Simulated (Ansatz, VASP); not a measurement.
One calculation of Be, two programs

```xyz
2
Lattice="0.0000 2.1109 2.1109 2.1109 0.0000 2.1109 2.1109 2.1109 0.0000" Properties=species:S:1:pos:R:3 pbc="T T T"
Be   -0.5277   -0.5277   -0.5277
Be    0.5277    0.5277    0.5277
```

Alike in both runs: task single point; functional PBEsol; k mesh 15 × 15 × 15; occupations fermi-dirac, width 0.05 eV; no spin polarisation.

|  | VASP | Ansatz |
| --- | --- | --- |
| version | VASP 6.6.1 | Ansatz 0.2.0 |
| potentials or method | VASP PAW PBE potentials, release 64 (Be) | PAW with other files of Ansatz's library (level accurate), scalar-relativistic |
| plane-wave cutoff (eV) | 600 | 1007 |
| valence electrons in the cell | 4 | 8 |

Ansatz gave:

- pressure (GPa): 40.1

Task: Estimate VASP's values.

Result: Pressure (GPa): 40.5.

VASP's potentials were made for PBE, not for PBEsol. Both programs put the cell under a high pressure, so it lies far from rest at this level. VASP's potentials hold 4 valence electrons a cell and Ansatz's 8, so a difference there can come from the potentials and not from the codes.
